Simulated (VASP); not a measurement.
# CsBr (Pm-3m) in VASP: elastic constants with PBEsol

Aim: the elastic constants of CsBr with PBEsol.

Everything below comes from runs of VASP 6.6.1. Logs are shortened: lines on timing, memory, paths and dates and some standing lists are left out, and cuts for length are marked.

## (1) The cell of the first run

It takes space group Pm-3m (No. 221, cubic). Conventional cell: a = 4.135 Å, b = 4.135 Å, c = 4.135 Å, α = 90.00°, β = 90.00°, γ = 90.00°. Within 4.7 Å of Cs (site symmetry m-3m) lie 8 Br at 3.58 Å and 6 Cs at 4.13 Å. Br (site symmetry m-3m) has 8 Cs at 3.58 Å and 6 Br at 4.13 Å within 4.7 Å.

## (2) Elastic constants, PBEsol

Input file INCAR:

```
SYSTEM = CsBr
PREC = Accurate ; ENCUT = 500
EDIFF = 1E-8 ; ISMEAR = 0
SIGMA = 0.01 ; LREAL = .FALSE.
LASPH = .TRUE. ; NELM = 120
ALGO = Normal ; ISIF = 3
LWAVE = .FALSE. ; LCHARG = .TRUE.
GGA = PS ; NBANDS = 15
IBRION = 6 ; NFREE = 2
POTIM = 0.015 ; NSW = 1
GGA_COMPAT = .FALSE.
```

Input file KPOINTS:

```
regular mesh
0
G
  6 6 6
  0 0 0
```

Input file POSCAR:

```
CsBr
1.0
    4.1348000000      0.0000000000      0.0000000000
    0.0000000000      4.1348000000      0.0000000000
    0.0000000000      0.0000000000      4.1348000000
Cs Br
1 1
Direct
    0.0000000000      0.0000000000      0.0000000000
    0.5000000000      0.5000000000      0.5000000000
```

Potentials or basis: VASP PAW PBE potentials, release 64 (Cs_sv, Br).

Command:

```console
> cat potpaw_PBE.64/Cs_sv/POTCAR potpaw_PBE.64/Br/POTCAR > POTCAR
> mpirun -np 1 vasp_std > vasp.out
```

OUTCAR:

```text
SYSTEM = CsBr
   PREC = Accurate
   ENCUT = 500
   EDIFF = 1E-8
   ISMEAR = 0
   LREAL = .FALSE.
   LASPH = .TRUE.
   NELM = 120
   ISIF = 3
   GGA = PS
   IBRION = 6
   NFREE = 2
   POTIM = 0.015
   NSW = 1

 ion  position               nearest neighbor table
   1  0.000  0.000  0.000-
   2  0.500  0.500  0.500-

  LATTYP: Found a simple cubic cell.
 ALAT       =     4.1348000000

  Lattice vectors:

 A1 = (   4.1348000000,   0.0000000000,   0.0000000000)
 A2 = (   0.0000000000,   4.1348000000,   0.0000000000)
 A3 = (   0.0000000000,   0.0000000000,   4.1348000000)

Analysis of symmetry for initial positions (statically):
=====================================================================
 Subroutine PRICEL returns:
 Original cell was already a primitive cell.

 Routine SETGRP: Setting up the symmetry group for a
 simple cubic supercell.

 Subroutine GETGRP returns: Found 48 space group operations
 (whereof 48 operations were pure point group operations)
 out of a pool of 48 trial point group operations.

The static configuration has the point symmetry O_h .

Analysis of symmetry for dynamics (positions and initial velocities):
=====================================================================
 Subroutine PRICEL returns:
 Original cell was already a primitive cell.

 Routine SETGRP: Setting up the symmetry group for a
 simple cubic supercell.

 Subroutine GETGRP returns: Found 48 space group operations
 (whereof 48 operations were pure point group operations)
 out of a pool of 48 trial point group operations.

The dynamic configuration has the point symmetry O_h .

 Subroutine INISYM returns: Found 48 space group operations
 (whereof 48 operations are pure point group operations),
 and found     1 'primitive' translations

----------------------------------------------------------------------------------------

                                     Primitive cell

  volume of cell :      70.6909

  direct lattice vectors                    reciprocal lattice vectors
     4.134800000  0.000000000  0.000000000     0.241849666  0.000000000  0.000000000
     0.000000000  4.134800000  0.000000000     0.000000000  0.241849666  0.000000000
     0.000000000  0.000000000  4.134800000     0.000000000  0.000000000  0.241849666

  length of vectors
     4.134800000  4.134800000  4.134800000     0.241849666  0.241849666  0.241849666

  position of ions in fractional coordinates (direct lattice)
     0.000000000  0.000000000  0.000000000
     0.500000000  0.500000000  0.500000000

  ion indices of the primitive-cell ions
   primitive index   ion index
                 1           1
                 2           2

----------------------------------------------------------------------------------------

 KPOINTS: regular mesh

Automatic generation of k-mesh.
 Grid dimensions read from file:
 generate k-points for:    6    6    6

 Generating k-lattice:

  Cartesian coordinates                     Fractional coordinates (reciprocal lattice)
     0.040308278  0.000000000  0.000000000     0.166666667  0.000000000  0.000000000
     0.000000000  0.040308278  0.000000000     0.000000000  0.166666667  0.000000000
     0.000000000  0.000000000  0.040308278     0.000000000  0.000000000  0.166666667

  Length of vectors
     0.040308278  0.040308278  0.040308278

[... 104 lines left out ...]
  -------------------------------------------------------------------------------------
  Total        0.6980192      0.6980192      0.6980192     -0.0000000      0.0000000     -0.0000000
  in kB       15.8202903     15.8202903     15.8202903     -0.0000000      0.0000000     -0.0000000
  external PRESSURE =      15.8202903 kB  Pullay stress =       0.0000000 kB
[... 89 lines left out ...]
  FREE ENERGIE OF THE ION-ELECTRON SYSTEM (eV)
  ---------------------------------------------------
  free  energy   TOTEN  =        -6.3072106196 eV

  energy  without entropy=       -6.3072106196  energy(sigma->0) =       -6.30721062

[... ionic steps 4 to 14 ...]

--------------------------------------- Ionic step       15  -------------------------------------------

 number of electron      16.0000003 magnetization

------------------------ aborting loop because EDIFF is reached ----------------------------------------
[... 67 lines left out ...]
--------------------------------------- Ionic step       17  -------------------------------------------

 number of electron      16.0000000 magnetization

 Free energy of the ion-electron system (eV)
  ---------------------------------------------------
  ext. energy  EPLUGINS =         0.00000000
  ---------------------------------------------------
  free energy    TOTEN  =        -6.31955238 eV

  energy without entropy =       -6.31955238  energy(sigma->0) =       -6.31955238

 E-fermi :   0.2444     XC(G=0):  -8.7764

 val. band max:        0.2015069484   @ k =   0.0000   0.0000   0.0000
 cond. band min:       4.8086961748   @ k =   0.0000   0.0000   0.0000
 fundamental gap:      4.6071892263
 Fermi energy:         0.2444015388

 k-point     1 :       0.0000    0.0000    0.0000
  band No.  band energies     occupation
      1     -19.4679      2.00000
      2     -12.3639      2.00000
      3      -5.9910      2.00000
      4      -5.9910      2.00000
      5      -5.9909      2.00000
      6       0.2012      2.00000
      7       0.2015      2.00000
      8       0.2015      2.00000
      9       4.8087      0.00000
     10       4.8094      0.00000
     11       4.9408      0.00000
     12       9.6008      0.00000
     13       9.6013      0.00000
     14       9.6013      0.00000
[... 401 lines left out ...]
      2     -12.3759      2.00000
      3      -6.2188      2.00000
      4      -6.0150      2.00000
      5      -5.9142      2.00000
      6      -0.5234      2.00000
      7      -0.0194      2.00000
      8       0.0774      2.00000
      9       5.4349      0.00000
     10       5.9791      0.00000
     11       6.1001      0.00000
     12       8.8157      0.00000
     13       9.1567      0.00000
     14      10.2195      0.00000
     15      11.5230      0.00000

 [... further k-points ...]

------------------------ aborting loop because EDIFF is reached ----------------------------------------

  FORCE on cell =-STRESS in cart. coord.  units (eV):
  Direction    XX          YY          ZZ          XY          YZ          ZX
  --------------------------------------------------------------------------------------
  -------------------------------------------------------------------------------------
  Total        0.6982776      0.6988124      0.6988124      0.0000000      0.0000000      0.0000000
  in kB       15.8261454     15.8382662     15.8382662      0.0000000      0.0000000      0.0000000
  external PRESSURE =      15.8342259 kB  Pullay stress =       0.0000000 kB
[... 17 lines left out ...]
  FREE ENERGIE OF THE ION-ELECTRON SYSTEM (eV)
  ---------------------------------------------------
  free  energy   TOTEN  =        -6.3195523764 eV

  energy  without entropy=       -6.3195523764  energy(sigma->0) =       -6.31955238

 INTERNAL STRAIN TENSORS FROM STRAINED CELLS
 ============================================

 INTERNAL STRAIN TENSOR FOR ION    1 for displacements in x,y,z  (eV/Angst):
          X           Y           Z          XY          YZ          ZX
  --------------------------------------------------------------------------------
  x     0.00000     0.00000     0.00000     0.00000     0.00000    -0.00000
  y     0.00000     0.00000     0.00000     0.00000     0.00000     0.00000
  z     0.00000     0.00000     0.00000     0.00000     0.00000     0.00000

 INTERNAL STRAIN TENSORS FROM DISPLACED ATOMS
 ============================================

 INTERNAL STRAIN TENSOR FOR ION    1 for displacements in x,y,z  (eV/Angst):
          X           Y           Z          XY          YZ          ZX
  --------------------------------------------------------------------------------
  x     0.00000     0.00000     0.00000     0.00000     0.00000     0.00000
  y     0.00000     0.00000     0.00000     0.00000     0.00000     0.00000
  z     0.00000     0.00000     0.00000     0.00000     0.00000     0.00000

 INTERNAL STRAIN TENSOR FOR ION    2 for displacements in x,y,z  (eV/Angst):
          X           Y           Z          XY          YZ          ZX
  --------------------------------------------------------------------------------
  x     0.00000     0.00000     0.00000     0.00000     0.00000     0.00000
  y     0.00000     0.00000     0.00000     0.00000     0.00000     0.00000
  z     0.00000     0.00000     0.00000     0.00000     0.00000     0.00000

 Eigenvectors and eigenvalues of the dynamical matrix
 ----------------------------------------------------

   1 f  =    2.597430 THz    16.320137 2PiTHz   86.640955 cm-1    10.742105 meV
             X         Y         Z           dx          dy          dz
      0.000000  0.000000  0.000000    -0.000000   -0.000000   -0.609754
      2.067400  2.067400  2.067400     0.000000    0.000000    0.792591
[... 21 lines left out ...]
   6 f/i=    0.009885 THz     0.062108 2PiTHz    0.329724 cm-1     0.040880 meV
             X         Y         Z           dx          dy          dz
      0.000000  0.000000  0.000000     0.690881   -0.367874   -0.124711
      2.067400  2.067400  2.067400     0.531507   -0.283011   -0.095942

--------------------------------------------------------------------------------------------------------

 ELASTIC MODULI CONTR FROM IONIC RELAXATION (kBar)
 Direction    XX          YY          ZZ          XY          YZ          ZX
 --------------------------------------------------------------------------------
 XX           0.0000      0.0000      0.0000      0.0000      0.0000      0.0000
 YY           0.0000      0.0000      0.0000      0.0000      0.0000      0.0000
 ZZ           0.0000      0.0000      0.0000      0.0000      0.0000      0.0000
 XY           0.0000      0.0000      0.0000      0.0000      0.0000      0.0000
 YZ           0.0000      0.0000      0.0000      0.0000      0.0000      0.0000
 ZX           0.0000      0.0000      0.0000      0.0000      0.0000      0.0000
 --------------------------------------------------------------------------------

 TOTAL ELASTIC MODULI (kBar)
 Direction    XX          YY          ZZ          XY          YZ          ZX
 --------------------------------------------------------------------------------
 XX         383.2005    141.3044    141.3044      0.0000     -0.0000     -0.0000
 YY         141.3044    383.2005    141.3044     -0.0000      0.0000      0.0000
 ZZ         141.3044    141.3044    383.2005      0.0000      0.0000     -0.0000
 XY           0.0000     -0.0000      0.0000    140.6596      0.0000      0.0000
 YZ          -0.0000      0.0000      0.0000      0.0000    140.6596      0.0000
 ZX          -0.0000      0.0000     -0.0000      0.0000      0.0000    140.6596
 --------------------------------------------------------------------------------
```

Run time: 13 min. Hardware: 1 thread of Oxide Virtual Turin-like, shared host; peak memory 0.24 GiB.

What came out:

- Elastic constants C11, C12, C44: 38, 14, 14 GPa
- Voigt bulk modulus: 22 GPa
- Highest phonon frequency at Γ, LO-TO splitting left out: 87 cm⁻¹

Phonon frequencies in cm⁻¹ (negative: imaginary):
```csv
q point,frequencies
"(0.000, 0.000, 0.000)",0 0 0 87 87 87
```

Elastic tensor in Voigt notation (GPa, in the Cartesian axes of the cell as first typed):
```
38 14 14  0  0  0
14 38 14  0  0  0
14 14 38  0  0  0
 0  0  0 14  0  0
 0  0  0  0 14  0
 0  0  0  0  0 14
```

Clamped-ion elastic tensor (GPa):
```
38 14 14  0  0  0
14 38 14  0  0  0
14 14 38  0  0  0
 0  0  0 14  0  0
 0  0  0  0 14  0
 0  0  0  0  0 14
```

Caveat: the cell is under stress, which shifts elastic constants; the PAW data sets were made with another functional, which shifts forces and pressure a little; spin-orbit coupling is left out, which moves the levels of the heavy elements.
